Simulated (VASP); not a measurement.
# SnO2 (P4_2/mnm) in VASP: notebook, part 2 of 2

VASP 6.6.1.

## Step 3: Electric field gradients, PBE (equal xx and yy strain of +3 %)

INCAR

```
SYSTEM = SnO2
  PREC = Accurate
  ENCUT = 520
  EDIFF = 1E-8
  ISMEAR = -1
  SIGMA = 0.03
  LREAL = .False.
  LASPH = .True.
  NELM = 80
  ALGO = Normal
  ISIF = 2
  LWAVE = .False.
  LCHARG = .False.
  GGA = PE
  LEFG = .True.
  NBANDS = 35
```

KPOINTS

```
regular mesh
0
Gamma
  4 4 6
  0 0 0
```

POSCAR

```
SnO2
1.0
    4.8794705000      0.0000000000      0.0000000000
    0.0000000000      4.8794705000      0.0000000000
    0.0000000000      0.0000000000      3.1864000000
Sn O
2 4
Direct
    0.0000000000      0.0000000000      0.0000000000
    0.5000000000      0.5000000000      0.5000000000
    0.3056200000      0.3056200000      0.0000000000
    0.1943800000      0.8056200000      0.5000000000
    0.6943800000      0.6943800000      0.0000000000
    0.8056200000      0.1943800000      0.5000000000
```

Potentials or basis: VASP PAW PBE potentials, release 64 (Sn_d, O).

Started as:

```sh
cat potpaw_PBE.64/Sn_d/POTCAR potpaw_PBE.64/O/POTCAR > POTCAR
mpirun -np 1 vasp_std > vasp.out
```

OUTCAR:

```text
SYSTEM = SnO2
   PREC = Accurate
   ENCUT = 520
   EDIFF = 1E-8
   ISMEAR = -1
   LREAL = .False.
   LASPH = .True.
   NELM = 80
   ISIF = 2
   GGA = PE

 ion  position               nearest neighbor table
   1  0.000  0.000  0.000-   4 2.08   6 2.08   4 2.08   6 2.08   5 2.11   3 2.11
   2  0.500  0.500  0.500-   3 2.08   5 2.08   3 2.08   5 2.08   4 2.11   6 2.11
   3  0.306  0.306  0.000-   2 2.08   2 2.08   1 2.11
   4  0.194  0.806  0.500-   1 2.08   1 2.08   2 2.11
   5  0.694  0.694  0.000-   2 2.08   2 2.08   1 2.11
   6  0.806  0.194  0.500-   1 2.08   1 2.08   2 2.11

  LATTYP: Found a simple tetragonal cell.
 ALAT       =     4.8794705000
 C/A-ratio  =     0.6530216752

[... 1149 lines left out ...]
   3     -23.607   -23.607    47.215    90.558     0.000    -0.000
   4     -23.607   -23.607    47.215   -90.558    -0.000     0.000
   5     -23.607   -23.607    47.215    90.558    -0.000    -0.000
   6     -23.607   -23.607    47.215   -90.558     0.000    -0.000
---------------------------------------------------------------------

 Electric field gradients after diagonalization (V/A^2)
 (convention: |V_zz| > |V_xx| > |V_yy|)
----------------------------------------------------------------------
 ion       V_xx      V_yy      V_zz     asymmetry (V_yy - V_xx)/ V_zz
----------------------------------------------------------------------
   1      35.246    26.271   -61.517       0.146
   2      35.246    26.271   -61.517       0.146
   3      66.950    47.215  -114.165       0.173
   4      66.950    47.215  -114.165       0.173
   5      66.950    47.215  -114.165       0.173
   6      66.950    47.215  -114.165       0.173
----------------------------------------------------------------------

           NMR quadrupolar parameters

 Cq : quadrupolar parameter    Cq=e*Q*V_zz/h
 eta: asymmetry parameters     (V_yy - V_xx)/ V_zz
 Q  : nuclear electric quadrupole moment in mb (millibarn)
----------------------------------------------------------------------
 ion       Cq(MHz)       eta       Q (mb)
----------------------------------------------------------------------
   1      -0.149       0.146       1.000
   2      -0.149       0.146       1.000
   3      -0.276       0.173       1.000
   4      -0.276       0.173       1.000
   5      -0.276       0.173       1.000
   6      -0.276       0.173       1.000
----------------------------------------------------------------------
```

OSZICAR:

```text
N       E                     dE             d eps       ncg     rms          rms(c)
DAV:   1     0.650322229308E+03    0.65032E+03   -0.25702E+04  1828   0.231E+03
DAV:   2     0.611302424401E+02   -0.58919E+03   -0.55677E+03  1819   0.623E+02
DAV:   3    -0.381243428530E+02   -0.99255E+02   -0.97591E+02  1816   0.210E+02
DAV:   4    -0.432586008393E+02   -0.51343E+01   -0.50938E+01  2113   0.517E+01
DAV:   5    -0.433940462913E+02   -0.13545E+00   -0.13526E+00  2066   0.888E+00    0.156E+01
DAV:   6    -0.372208037897E+02    0.61732E+01   -0.17557E+01  2612   0.638E+01    0.607E+00
DAV:   7    -0.373172985012E+02   -0.96495E-01   -0.19567E+00  1892   0.781E+00    0.317E+00
DAV:   8    -0.372935656493E+02    0.23733E-01   -0.18069E-01  2515   0.375E+00    0.745E-01
DAV:   9    -0.372861240249E+02    0.74416E-02   -0.33330E-02  2728   0.272E+00    0.128E-01
DAV:  10    -0.372869157423E+02   -0.79172E-03   -0.40246E-03  2217   0.557E-01    0.452E-02
DAV:  11    -0.372869931288E+02   -0.77386E-04   -0.18579E-04  2584   0.115E-01    0.199E-02
DAV:  12    -0.372869942799E+02   -0.11511E-05   -0.13150E-05  2481   0.276E-02    0.126E-02
DAV:  13    -0.372869913746E+02    0.29053E-05   -0.80807E-06  2385   0.354E-02    0.210E-03
DAV:  14    -0.372869915535E+02   -0.17887E-06   -0.59282E-07  1952   0.508E-03    0.149E-03
DAV:  15    -0.372869916667E+02   -0.11320E-06   -0.22277E-08  1825   0.110E-03    0.728E-04
DAV:  16    -0.372869917160E+02   -0.49296E-07   -0.55729E-09  1091   0.128E-03    0.350E-05
DAV:  17    -0.372869917162E+02   -0.23465E-09   -0.28180E-09  1038   0.430E-04
   1 F= -.37286992E+02 E0= -.37286992E+02  d E =-.161684E-06
```

Wall time 24 s (1 thread of Intel Xeon 6975P-C (Granite Rapids), shared host); peak memory 0.19 GiB.

What came out:

```
Free energy            : -37.2870 eV
Pressure               : 0.4 GPa
Largest force          : 0.083 eV/Å
Band gap on the k mesh : 0.69 eV, direct
```

Forces in eV/Å, atoms in the order of the input:
```
Sn   0.000  0.000  0.000
Sn   0.000  0.000  0.000
O    0.058  0.058  0.000
O   -0.058  0.058  0.000
O   -0.058 -0.058  0.000
O    0.058 -0.058  0.000
```

Electric field gradients, principal values (V/Å²):
```tsv
atom	least	middle	greatest (by size)
1 Sn	26.271	35.246	-61.517
2 Sn	26.271	35.246	-61.517
3 O	47.215	66.950	-114.165
4 O	47.215	66.950	-114.165
5 O	47.215	66.950	-114.165
6 O	47.215	66.950	-114.165
```

Caveat: the cell differs from its parent crystal (equal xx and yy strain of +3 %); without QUAD_EFG the Cq values of the log hold for a quadrupole moment of 1 mb, not for the nuclei; spin-orbit coupling is left out, which moves the levels of the heavy elements.

## Step 4: Electric field gradients, PBE (equal xx and yy strain of +2 %)

INCAR

```
SYSTEM = SnO2
ALGO     = Normal         ! electronic algorithm
EDIFF    = 1E-8           ! SCF threshold, eV
ENCUT    = 520            ! plane-wave cutoff, eV
GGA      = PE             ! functional
ISIF     = 2              ! what is computed and relaxed
ISMEAR   = -1             ! smearing method
LASPH    = .True.         ! aspherical terms in the spheres
LCHARG   = .False.        ! write CHGCAR
LEFG     = .True.       
LREAL    = .False.        ! projectors in reciprocal space
LWAVE    = .False.        ! write WAVECAR
NBANDS   = 35             ! bands
NELM     = 60             ! most SCF steps
PREC     = Accurate       ! precision mode
SIGMA    = 0.03           ! smearing width, eV
```

KPOINTS

```
k-points
0
Gamma
  4 4 6
  0 0 0
```

POSCAR: that of step 3 with these lines changed.

```diff
@@ -2,4 +2,4 @@
 1.0
-    4.8794705000      0.0000000000      0.0000000000
-    0.0000000000      4.8794705000      0.0000000000
+    4.8320970000      0.0000000000      0.0000000000
+    0.0000000000      4.8320970000      0.0000000000
     0.0000000000      0.0000000000      3.1864000000
```

Potentials or basis: VASP PAW PBE potentials, release 64 (Sn_d, O).

Started as:

```sh
cat potpaw_PBE.64/Sn_d/POTCAR potpaw_PBE.64/O/POTCAR > POTCAR
mpirun -np 1 vasp_std > vasp.out
```

OUTCAR:

```text
SYSTEM = SnO2
   EDIFF = 1E-8
   ENCUT = 520
   GGA = PE
   ISIF = 2
   ISMEAR = -1
   LASPH = .True.
   LREAL = .False.
   NELM = 60
   PREC = Accurate

 ion  position               nearest neighbor table
   1  0.000  0.000  0.000-   4 2.07   6 2.07   4 2.07   6 2.07   5 2.09   3 2.09
   2  0.500  0.500  0.500-   3 2.07   5 2.07   3 2.07   5 2.07   4 2.09   6 2.09
   3  0.306  0.306  0.000-   2 2.07   2 2.07   1 2.09
   4  0.194  0.806  0.500-   1 2.07   1 2.07   2 2.09
   5  0.694  0.694  0.000-   2 2.07   2 2.07   1 2.09
   6  0.806  0.194  0.500-   1 2.07   1 2.07   2 2.09

  LATTYP: Found a simple tetragonal cell.
 ALAT       =     4.8320970000
 C/A-ratio  =     0.6594238485

[... 1150 lines left out ...]
   3     -23.457   -23.457    46.914    88.130     0.000    -0.000
   4     -23.457   -23.457    46.914   -88.130    -0.000    -0.000
   5     -23.457   -23.457    46.914    88.130    -0.000     0.000
   6     -23.457   -23.457    46.914   -88.130     0.000    -0.000
---------------------------------------------------------------------

 Electric field gradients after diagonalization (V/A^2)
 (convention: |V_zz| > |V_xx| > |V_yy|)
----------------------------------------------------------------------
 ion       V_xx      V_yy      V_zz     asymmetry (V_yy - V_xx)/ V_zz
----------------------------------------------------------------------
   1      35.629    22.157   -57.786       0.233
   2      35.629    22.157   -57.786       0.233
   3      64.673    46.914  -111.587       0.159
   4      64.673    46.914  -111.587       0.159
   5      64.673    46.914  -111.587       0.159
   6      64.673    46.914  -111.587       0.159
----------------------------------------------------------------------

           NMR quadrupolar parameters

 Cq : quadrupolar parameter    Cq=e*Q*V_zz/h
 eta: asymmetry parameters     (V_yy - V_xx)/ V_zz
 Q  : nuclear electric quadrupole moment in mb (millibarn)
----------------------------------------------------------------------
 ion       Cq(MHz)       eta       Q (mb)
----------------------------------------------------------------------
   1      -0.140       0.233       1.000
   2      -0.140       0.233       1.000
   3      -0.270       0.159       1.000
   4      -0.270       0.159       1.000
   5      -0.270       0.159       1.000
   6      -0.270       0.159       1.000
----------------------------------------------------------------------
```

Wall time 23 s (1 thread of Intel Xeon 6975P-C (Granite Rapids), shared host); peak memory 0.19 GiB.

What came out:

| Quantity | Value |
| --- | --- |
| Free energy | -37.2810 eV |
| Pressure | 3.8 GPa |
| Largest force | 0.023 eV/Å |
| Band gap on the k mesh | 0.86 eV, direct |

Forces in eV/Å, atoms in the order of the input:
```
Sn   0.000  0.000  0.000
Sn   0.000  0.000  0.000
O    0.016  0.016  0.000
O   -0.016  0.016  0.000
O   -0.016 -0.016  0.000
O    0.016 -0.016  0.000
```

Electric field gradients, principal values (V/Å²):
| atom | least | middle | greatest (by size) |
| --- | --- | --- | --- |
| 1 Sn | 22.157 | 35.629 | -57.786 |
| 2 Sn | 22.157 | 35.629 | -57.786 |
| 3 O | 46.914 | 64.673 | -111.587 |
| 4 O | 46.914 | 64.673 | -111.587 |
| 5 O | 46.914 | 64.673 | -111.587 |
| 6 O | 46.914 | 64.673 | -111.587 |

Caveat: the cell differs from its parent crystal (equal xx and yy strain of +2 %); without QUAD_EFG the Cq values of the log hold for a quadrupole moment of 1 mb, not for the nuclei; spin-orbit coupling is left out, which moves the levels of the heavy elements.

## Step 5: Overview

| cell | gap on the mesh (eV) | pressure (GPa) | largest force (eV/Å) |
| --- | --- | --- | --- |
| a = 4.785, b = 4.785, c = 3.186 Å, 6 atoms | 1.05 | 7.4 | 0.02 |
| a = 4.879, b = 4.879, c = 3.186 Å, 6 atoms | 0.69 | 0.4 | 0.08 |
| a = 4.832, b = 4.832, c = 3.186 Å, 6 atoms | 0.86 | 3.8 | 0.02 |

Alike in all rows: task electric field gradients; level PBE; potentials or basis VASP PAW PBE potentials, release 64 (Sn_d, O); no spin polarisation; k mesh 4 × 4 × 6; cutoff (eV) 520; smearing fermi-dirac 0.03 eV.

Caveats: spin-orbit coupling is left out, which moves the levels of the heavy elements.

Total energies depend on the potentials used, so only differences within one code and one set of settings carry meaning.
